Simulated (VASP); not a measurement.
# ReS (P6_3/mmc) in VASP: notebook

ReS is run at these levels: PBE; tasks: single point, relaxation of cell and atoms.

Everything below comes from runs of VASP 6.6.1. Logs are shortened: lines on timing, memory, paths and dates and some standing lists are left out, and cuts for length are marked.

### Step 1. The cell of the first run

It takes space group P6_3/mmc (No. 194, hexagonal). The conventional cell has a = 3.595 Å, b = 3.595 Å, c = 5.358 Å, α = 90.00°, β = 90.00°, γ = 120.00°. Re (site symmetry -3m) has 6 S at 2.47 Å and 2 Re at 2.68 Å within 3.3 Å. S (site symmetry -6m2) has 6 Re at 2.47 Å within 3.3 Å.

### Step 2. Single point, PBE, collinear spin, antiferromagnetic start

INCAR reads:

```
SYSTEM = ReS
PREC     = Accurate       ! precision mode
ENCUT    = 520            ! plane-wave cutoff, eV
EDIFF    = 1E-6           ! SCF threshold, eV
ISMEAR   = 0              ! smearing method
SIGMA    = 0.1            ! smearing width, eV
LREAL    = .FALSE.        ! projectors in reciprocal space
LASPH    = .TRUE.         ! aspherical terms in the spheres
NELM     = 150            ! most SCF steps
ALGO     = Normal         ! electronic algorithm
ISIF     = 2              ! what is computed and relaxed
LWAVE    = .FALSE.        ! write WAVECAR
LCHARG   = .FALSE.        ! write CHGCAR
ISPIN    = 2              ! spin polarisation
MAGMOM   = 2 -2 0 0       ! initial moments
LORBIT   = 11             ! projections on sites
LMAXMIX  = 4              ! l up to which the mixer works
GGA      = PE             ! functional
NBANDS   = 25             ! bands
```

KPOINTS reads:

```
regular mesh
0
G
  12 12 8
  0 0 0
```

POSCAR reads:

```
ReS
1.0
    3.5948908969      0.0000000000      0.0000000000
   -1.7974454484      3.1132668405      0.0000000000
    0.0000000000      0.0000000000      5.3577963613
Re S
2 2
Direct
    0.0000000000      0.0000000000      0.0000000000
    0.0000000000      0.0000000000      0.5000000000
    0.3333333333      0.6666666667      0.2500000000
    0.6666666667      0.3333333333      0.7500000000
```

Potentials or basis: VASP PAW PBE potentials, release 64 (Re, S).

On the command line:

```bash
> cat potpaw_PBE.64/Re/POTCAR potpaw_PBE.64/S/POTCAR > POTCAR
> mpirun -np 1 vasp_std > vasp.out
```

OUTCAR:

```text
SYSTEM = ReS
   PREC = Accurate
   ENCUT = 520
   EDIFF = 1E-6
   ISMEAR = 0
   LREAL = .FALSE.
   LASPH = .TRUE.
   NELM = 150
   ISIF = 2
   ISPIN = 2
   LORBIT = 11
   GGA = PE

 ion  position               nearest neighbor table
   1  0.000  0.000  0.000-   3 2.47   4 2.47   3 2.47   4 2.47   4 2.47   3 2.47   2 2.68   2 2.68

   2  0.000  0.000  0.500-   3 2.47   4 2.47   3 2.47   4 2.47   4 2.47   3 2.47   1 2.68   1 2.68

   3  0.333  0.667  0.250-   1 2.47   2 2.47   1 2.47   2 2.47   1 2.47   2 2.47
   4  0.667  0.333  0.750-   1 2.47   2 2.47   1 2.47   2 2.47   1 2.47   2 2.47

  LATTYP: Found a hexagonal cell.
 ALAT       =     3.5948908969
 C/A-ratio  =     1.4903919243

  Lattice vectors:

 A1 = (   3.5948908969,   0.0000000000,   0.0000000000)
 A2 = (  -1.7974454484,   3.1132668405,   0.0000000000)
 A3 = (   0.0000000000,   0.0000000000,   5.3577963613)

Analysis of symmetry for initial positions (statically):
=====================================================================
 Subroutine PRICEL returns:
 Original cell was already a primitive cell.

 Routine SETGRP: Setting up the symmetry group for a
 hexagonal supercell.

 Subroutine GETGRP returns: Found 24 space group operations
 (whereof 12 operations were pure point group operations)
 out of a pool of 24 trial point group operations.

The static configuration has the point symmetry D_3d.
 The point group associated with its full space group is D_6h.

Analysis of symmetry for dynamics (positions and initial velocities):
=====================================================================
 Subroutine PRICEL returns:
 Original cell was already a primitive cell.

 Routine SETGRP: Setting up the symmetry group for a
 hexagonal supercell.

 Subroutine GETGRP returns: Found 24 space group operations
 (whereof 12 operations were pure point group operations)
 out of a pool of 24 trial point group operations.

The dynamic configuration has the point symmetry D_3d.
 The point group associated with its full space group is D_6h.

Analysis of structural, dynamic, and magnetic symmetry:
=====================================================================
 Subroutine PRICEL returns:
 Original cell was already a primitive cell.

 Routine SETGRP: Setting up the symmetry group for a
 hexagonal supercell.

 Subroutine GETGRP returns: Found 24 space group operations
 (whereof 12 operations were pure point group operations)
 out of a pool of 24 trial point group operations.

The overall configuration has the point symmetry D_3d.
 The point group associated with its full space group is D_6h.

 Subroutine INISYM returns: Found 24 space group operations
 (whereof 12 operations are pure point group operations),
 and found     1 'primitive' translations

----------------------------------------------------------------------------------------

                                     Primitive cell

  volume of cell :      59.9637

  direct lattice vectors                    reciprocal lattice vectors
     3.594890897  0.000000000  0.000000000     0.278172559  0.160603002  0.000000000
    -1.797445448  3.113266841  0.000000000     0.000000000  0.321206004  0.000000000
     0.000000000  0.000000000  5.357796361     0.000000000  0.000000000  0.186643898

  length of vectors
     3.594890897  3.594890897  5.357796361     0.321206004  0.321206004  0.186643898

  position of ions in fractional coordinates (direct lattice)
     0.000000000  0.000000000  0.000000000
     0.000000000  0.000000000  0.500000000
     0.333333333  0.666666667  0.250000000
     0.666666667  0.333333333  0.750000000

  ion indices of the primitive-cell ions
   primitive index   ion index
                 1           1
                 2           2
                 3           3
                 4           4

----------------------------------------------------------------------------------------

 KPOINTS: regular mesh

Automatic generation of k-mesh.
 Grid dimensions read from file:
 generate k-points for:   12   12    8

 Generating k-lattice:

  Cartesian coordinates                     Fractional coordinates (reciprocal lattice)
     0.023181047  0.013383583  0.000000000     0.083333333 -0.000000000  0.000000000
     0.000000000  0.026767167  0.000000000     0.000000000  0.083333333  0.000000000
     0.000000000  0.000000000  0.023330487     0.000000000  0.000000000  0.125000000

  Length of vectors
     0.026767167  0.026767167  0.023330487

  Shift w.r.t. Gamma in fractional coordinates (k-lattice)
     0.000000000  0.000000000  0.000000000

 Subroutine IBZKPT returns following result:
 ===========================================

 Found     95 irreducible k-points:

 Following reciprocal coordinates:
            Coordinates               Weight
  0.000000  0.000000  0.000000      1.000000
  0.083333  0.000000  0.000000      6.000000
  0.166667  0.000000  0.000000      6.000000
  0.250000  0.000000  0.000000      6.000000
  0.333333  0.000000  0.000000      6.000000
  0.416667  0.000000  0.000000      6.000000
[... 16 lines left out ...]
  0.250000  0.000000  0.125000     12.000000
  0.333333  0.000000  0.125000     12.000000
 [... further k-points ...]
   k-points           NKPTS =     95   k-points in BZ     NKDIM =     95   number of bands    NBANDS=     25
   number of dos      NEDOS =    301   number of ions     NIONS =      4
   total plane-waves  NPLWV =  31360
   dimension x,y,z NGX =    28 NGY =   28 NGZ =   40
   dimension x,y,z NGXF=    56 NGYF=   56 NGZF=   80
   ions per type =               2   2
   NGX,Y,Z   is equivalent  to a cutoff of  12.95, 12.95, 12.41 a.u.
   NGXF,Y,Z  is equivalent  to a cutoff of  25.90, 25.90, 24.82 a.u.
 SYSTEM =  ReS
   PREC   = accura    normal or accurate (medium, high low for compatibility)
   ISTART =      0    job   : 0-new  1-cont  2-samecut
   ICHARG =      2    charge: 1-file 2-atom 10-const
   ISPIN  =      2    spin polarized calculation?
   LNONCOLLINEAR =      F non collinear calculations
   LSORBIT =      F    spin-orbit coupling
   LASPH  =      T    aspherical Exc in radial PAW
   ENCUT  =  520.0 eV  38.22 Ry    6.18 a.u.   6.68  6.68  9.96*2*pi/ulx,y,z
   NELM   =    150;   NELMIN=  2; NELMDL= -5     # of ELM steps
   EDIFF  = 0.1E-05   stopping-criterion for ELM
   LREAL  =      F    real-space projection
   EDIFFG = 0.1E-04   stopping-criterion for IOM
   NSW    =      0    number of steps for IOM
   IBRION =     -1    ionic relax: 0-MD 1-quasi-New 2-CG
   NFREE  =      0    steps in history (QN), initial steepest desc. (CG)
   ISIF   =      2    stress and relaxation
   ISYM   =      2    0-nonsym 1-usesym 2-fastsym
   POTIM  = 0.5000    time-step for ionic-motion
   TEBEG  =    0.0;   TEEND  =   0.0 temperature during run
   PSTRESS=    0.0 pullay stress
   NELECT =      26.0000    total number of electrons
   NUPDOWN=      -1.0000    fix difference up-down
   EMIN   =  10.00;   EMAX   =-10.00  energy-range for DOS
   EFERMI =   0.00;   METHOD = LEGACY
   ISMEAR =     0;   SIGMA  =   0.10  broadening in eV -4-tet -1-fermi 0-gaus
   EFERMI_NEDOS =   21; number of points for ismear=-14 and -15
   IALGO  =     38    algorithm
   IMIX   =      4    mixing-type and parameters
     AMIX     =   0.40;   BMIX     =  1.00
     AMIX_MAG =   1.60;   BMIX_MAG =  1.00
  volume/ion in A,a.u.               =      14.99       101.16
  Fermi-wavevector in a.u.,A,eV,Ry     =   1.239091  2.341542 20.889656  1.535346
  Thomas-Fermi vector in A             =   2.373589
   LORBIT       =     11    0 simple, 1 ext, 2 COOP (PROOUT), +10 PAW based schemes
   GGA     = PE    functional components
   LHFCALC =     F    Hartree Fock is set to
   AEXX    =    0.0000 exact exchange contribution
   IVDW    =     0    specifies the selected vdW correction
   LEPSILON=     F    determine dielectric tensor
   LRPA    =     F    only Hartree local field effects (RPA)
 spin polarized calculation
 Gauss-broadening in eV      SIGMA  =   0.10
  energy-cutoff  :      520.00
  volume of cell :       59.96
 maximum number of plane-waves:      1652
 NGX is ok and might be reduce to    28
   NGX = 13   NGY = 13   NGZ = 19

 number of electron      25.9999999 magnetization      -0.0000000

 number of electron      25.9999999 magnetization       0.0000000

 Free energy of the ion-electron system (eV)
  ---------------------------------------------------
  ext. energy  EPLUGINS =         0.00000000
  ---------------------------------------------------
  free energy    TOTEN  =       -31.24945670 eV

  energy without entropy =      -31.23722001  energy(sigma->0) =      -31.24333836

 E-fermi :   8.9075     XC(G=0): -12.3208

 val. band max:        8.8992860963   @ k =   0.4167   0.0833   0.2500
 cond. band min:       8.9101673455   @ k =   0.0833   0.0833   0.3750
 fundamental gap:      0.0108812492
 Fermi energy:         8.9075095701

 spin component 1

 k-point     1 :       0.0000    0.0000    0.0000
  band No.  band energies     occupation
      1      -7.9580      1.00000
      2      -5.4470      1.00000
      3      -0.1116      1.00000
      4       1.6782      1.00000
      5       1.6782      1.00000
      6       3.7498      1.00000
[... 661 lines left out ...]
     24      18.7503      0.00000
     25      19.1230      0.00000

 [... further k-points ...]

 spin component 2

 k-point     1 :       0.0000    0.0000    0.0000
  band No.  band energies     occupation
      1      -7.9580      1.00000
      2      -5.4470      1.00000
      3      -0.1116      1.00000
      4       1.6782      1.00000
      5       1.6782      1.00000
      6       3.7498      1.00000
[... 661 lines left out ...]
     24      18.7493      0.00000
     25      19.1935      0.00000

 [... further k-points ...]
[... 5 lines left out ...]
  --------------------------------------------------------------------------------------
  -------------------------------------------------------------------------------------
  Total        0.3794726      0.3794726      0.3938909      0.0000000      0.0000000     -0.0000000
  in kB       10.1391769     10.1391769     10.5244216      0.0000000      0.0000000     -0.0000000
  external PRESSURE =      10.2675918 kB  Pullay stress =       0.0000000 kB

 VOLUME and BASIS-vectors are now :
 -----------------------------------------------------------------------------
  energy-cutoff  :      520.00
  volume of cell :       59.96
      direct lattice vectors                 reciprocal lattice vectors
     3.594890897  0.000000000  0.000000000     0.278172559  0.160603002  0.000000000
    -1.797445448  3.113266841  0.000000000     0.000000000  0.321206004  0.000000000
     0.000000000  0.000000000  5.357796361     0.000000000  0.000000000  0.186643898

 POSITION                                       TOTAL-FORCE (eV/Angst)
 -----------------------------------------------------------------------------------
      0.00000      0.00000      0.00000         0.000000      0.000000      0.000000
      0.00000      0.00000      2.67890         0.000000      0.000000      0.000000
     -0.00000      2.07551      1.33945        -0.000000      0.000000      0.000000
      1.79745      1.03776      4.01835        -0.000000     -0.000000     -0.000000
 -----------------------------------------------------------------------------------
    total drift:                                0.000000     -0.000000     -0.000000

  FREE ENERGIE OF THE ION-ELECTRON SYSTEM (eV)
  ---------------------------------------------------
  free  energy   TOTEN  =       -31.2494567006 eV

  energy  without entropy=      -31.2372200124  energy(sigma->0) =      -31.24333836

 total charge

# of ion       s       p       d       tot
------------------------------------------
    1        0.480   0.491   5.060   6.032
    2        0.480   0.491   5.060   6.032
    3        1.293   2.356   0.000   3.650
    4        1.293   2.356   0.000   3.650
--------------------------------------------------
tot          3.548   5.696  10.120  19.363

 magnetization (x)

# of ion       s       p       d       tot
------------------------------------------
    1        0.000   0.000   0.000   0.000
    2       -0.000  -0.000  -0.000  -0.000
    3        0.000   0.000   0.000   0.000
    4        0.000   0.000   0.000   0.000
--------------------------------------------------
tot          0.000   0.000   0.000   0.000
```

It took 5.4 min on 1 thread of Intel Xeon Platinum 8259CL at 2.50GHz (Skylake/Cascade Lake), shared host; peak memory 0.34 GiB.

What came out:

| Item | Value |
| --- | --- |
| Free energy | -31.2495 eV |
| Pressure | 1.0 GPa |
| Band gap on the k mesh | zero (filled and empty bands overlap) |
| Net moment | 0.00 μB per cell |
| Valence electrons inside the program's atomic spheres | Re 6.03; S 3.65 |

Levels at points of the mesh, in eV from the Fermi level:
Spin up:
```csv
k point,band 9,band 10,band 11,band 12,band 13,band 14,band 15,band 16,band 17,band 18
"(0.00, 0.00, 0.00)",-3.25,-3.25,-2.50,-2.30,-2.30,0.95,0.95,2.30,2.69,4.46
"(0.50, 0.00, 0.00)",-4.86,-1.22,-0.74,-0.72,-0.35,0.80,0.91,1.70,3.80,4.04
"(0.00, 0.00, 0.50)",-1.94,-1.94,-1.94,-1.94,-1.70,-1.70,2.14,2.14,2.14,2.14
"(0.50, 0.00, 0.50)",-2.58,-2.58,-0.26,-0.26,-0.21,-0.21,1.42,1.42,2.64,2.64
```
Spin down:
| k point | band 9 | band 10 | band 11 | band 12 | band 13 | band 14 | band 15 | band 16 | band 17 | band 18 |
| --- | --- | --- | --- | --- | --- | --- | --- | --- | --- | --- |
| (0.00, 0.00, 0.00) | -3.25 | -3.25 | -2.50 | -2.30 | -2.30 | 0.95 | 0.95 | 2.30 | 2.69 | 4.46 |
| (0.50, 0.00, 0.00) | -4.86 | -1.22 | -0.74 | -0.72 | -0.35 | 0.80 | 0.91 | 1.70 | 3.80 | 4.04 |
| (0.00, 0.00, 0.50) | -1.94 | -1.94 | -1.94 | -1.94 | -1.70 | -1.70 | 2.14 | 2.14 | 2.14 | 2.14 |
| (0.50, 0.00, 0.50) | -2.58 | -2.58 | -0.26 | -0.26 | -0.21 | -0.21 | 1.42 | 1.42 | 2.64 | 2.64 |

Caveat: spin-orbit coupling is left out, which moves the levels of the heavy elements.

### Step 3. Single point, PBE

INCAR reads:

```
SYSTEM = ReS
  PREC = Accurate
  ENCUT = 520
  EDIFF = 1E-6
  ISMEAR = 0
  SIGMA = 0.1
  LREAL = .False.
  LASPH = .True.
  NELM = 100
  ALGO = Normal
  ISIF = 2
  LWAVE = .False.
  LCHARG = .False.
  GGA = PE
  NBANDS = 21
```

KPOINTS reads:

```
regular mesh
0
Gamma
  12 12 8
  0 0 0
```

POSCAR is that of step 2.

Potentials or basis: VASP PAW PBE potentials, release 64 (Re, S).

On the command line:

```bash
> cat potpaw_PBE.64/Re/POTCAR potpaw_PBE.64/S/POTCAR > POTCAR
> mpirun -np 1 vasp_std > vasp.out
```

Wall time 1.7 min (1 thread of AMD EPYC 7R43 (Zen 3), shared host); peak memory 0.2 GiB.

It converged, with:

```
Free energy            : -31.2495 eV
Pressure               : 1.0 GPa
Band gap on the k mesh : zero (band 13 reaches 9.38 eV, above the bottom of band 14 at 7.21 eV)
```

Levels at points of the mesh, in eV from the Fermi level:
| k point | band 10 | band 11 | band 12 | band 13 | band 14 | band 15 | band 16 | band 17 |
| --- | --- | --- | --- | --- | --- | --- | --- | --- |
| (0.00, 0.00, 0.00) | -3.24 | -2.50 | -2.30 | -2.30 | 0.95 | 0.95 | 2.30 | 2.69 |
| (0.50, 0.00, 0.00) | -1.22 | -0.74 | -0.72 | -0.35 | 0.80 | 0.91 | 1.70 | 3.80 |
| (0.00, 0.00, 0.50) | -1.94 | -1.94 | -1.94 | -1.70 | -1.70 | 2.14 | 2.14 | 2.14 |
| (0.50, 0.00, 0.50) | -2.58 | -0.26 | -0.26 | -0.21 | -0.21 | 1.42 | 1.42 | 2.64 |

Caveat: spin-orbit coupling is left out, which moves the levels of the heavy elements.

(Continued in part 2 of 2.)
